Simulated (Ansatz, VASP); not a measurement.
CdSe4: VASP beside Ansatz

```xyz
5
Lattice="-2.7871 2.7871 4.3993 2.7871 -2.7871 4.3993 2.7871 2.7871 -4.3993" Properties=species:S:1:pos:R:3 pbc="T T T"
Cd    0.0000    0.0000    4.3993
Se    1.3936    1.3936   -2.1996
Se    1.3936    1.3936    2.1996
Se    1.3936   -1.3936    2.1996
Se   -1.3936    1.3936    2.1996
```

Alike in both runs: functional PBE; k mesh 8 × 8 × 8; occupations gaussian, width 0.1 eV; no spin polarisation.

Ansatz relaxed the structure, and its values are those at the end. VASP's run is a single point on that final structure, the one shown.

|  | VASP | Ansatz |
| --- | --- | --- |
| version | VASP 6.6.1 | Ansatz 0.2.0 |
| potentials or method | VASP PAW PBE potentials, release 64 (Cd, Se), cutoff 520 eV | scalar-relativistic, plane waves, PAW |
| valence electrons in the cell | 36 | 84 |

Ansatz gave:

| Property | Result |
| --- | --- |
| gap on the k mesh at the Fermi level (eV) | none |
| pressure (GPa) | 0.0 |

Q: What did VASP give for the same quantities?

A: gap on the k mesh at the Fermi level (eV): none; pressure (GPa): 0.1.

A gap of «none» marks a metal or a gap that the smearing closes. The functional is the same, so the differences come from potentials, cutoffs and numerics. VASP's potentials hold 36 valence electrons a cell and Ansatz's 84, so a difference there can come from the potentials and not from the codes.
